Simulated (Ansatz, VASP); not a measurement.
**Pd: VASP beside Ansatz**

```
CELL_PARAMETERS angstrom
2.86212 0.00000 0.00000
-1.43106 2.47867 0.00000
0.00000 0.00000 4.37860
ATOMIC_POSITIONS crystal
Pd 0.66667 0.33333 0.75000
Pd 0.33333 0.66667 0.25000
```

Alike in both runs: task single point; functional PBE; k mesh 21 × 21 × 12; occupations gaussian, width 0.15 eV; collinear spin.

|  | VASP | Ansatz |
| --- | --- | --- |
| version | VASP 6.6.1 | Ansatz 0.2.0 |
| potentials or method | VASP PAW PBE potentials, release 64 (Pd), cutoff 520 eV | scalar-relativistic, plane waves, PAW |
| valence electrons in the cell | 20 | 36 |

```tsv
	VASP	Ansatz	Ansatz less VASP
gap on the k mesh at the Fermi level (eV)	none	none	-
pressure (GPa)	-0.4	-0.1	+0.30
traceless stress, the component that is largest in VASP (GPa)	5.19	5.21	+0.026
net moment per atom (μB)	0.33	0.33	-0.001
size of the moment on the site where the two differ most (μB)	0.33	0.34	+0.005
```

Site moments also hang on the region over which each program counts them. A gap of «none» marks a metal or a gap that the smearing closes. VASP's potentials hold 20 valence electrons a cell and Ansatz's 36, so a difference there can come from the potentials and not from the codes.
